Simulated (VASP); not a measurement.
Here is a VASP 6.6.1 calculation.

Contents of INCAR:

```
ALGO     = Normal         # electronic algorithm
EDIFF    = 1E-7           # SCF threshold, eV
ENCUT    = 520            # plane-wave cutoff, eV
GGA      = PE             # functional
ISIF     = 2              # what is computed and relaxed
ISMEAR   = 0              # smearing method
LASPH    = T              # aspherical terms in the spheres
LCHARG   = F              # write CHGCAR
LREAL    = F              # projectors in reciprocal space
LWAVE    = F              # write WAVECAR
NBANDS   = 22             # bands
NELM     = 80             # most SCF steps
PREC     = Accurate       # precision mode
SIGMA    = 0.1            # smearing width, eV
```

The input KPOINTS:

```
k-points
0
Gamma
  8 8 6
```

POSCAR

```
SiNi
1.0
    3.0266200000      0.0000000000      0.0000000000
    0.0000000000      3.2735000000      0.0000000000
    0.0000000000      0.0000000000      4.6977600000
Si Ni
2 2
Direct
    0.5000000000      0.5000000000      0.8423000000
    0.0000000000      0.0000000000      0.1577000000
    0.5000000000      0.5000000000      0.3442200000
    0.0000000000      0.0000000000      0.6557800000
```

Potentials or basis: VASP PAW PBE potentials, release 64 (Si, Ni).

The run is started by

```sh
$ cat potpaw_PBE.64/Si/POTCAR potpaw_PBE.64/Ni/POTCAR > POTCAR
$ mpirun -np 1 vasp_std > vasp.out
```

Q: What does it give for the largest force?

A: 0.165 eV/Å.

Q: Estimate the pressure.

A: 1.2 GPa.

Q: Predict the band gap on the k mesh.

A: Zero (bands 14 and 15 overlap by 2.33 eV).

Stress tensor (GPa, compression positive):
```
0.51 0.00 0.00
0.00 2.21 0.00
0.00 0.00 0.93
```

Spin polarisation is off, so any magnetic state and its effect on volume and gap are missing.
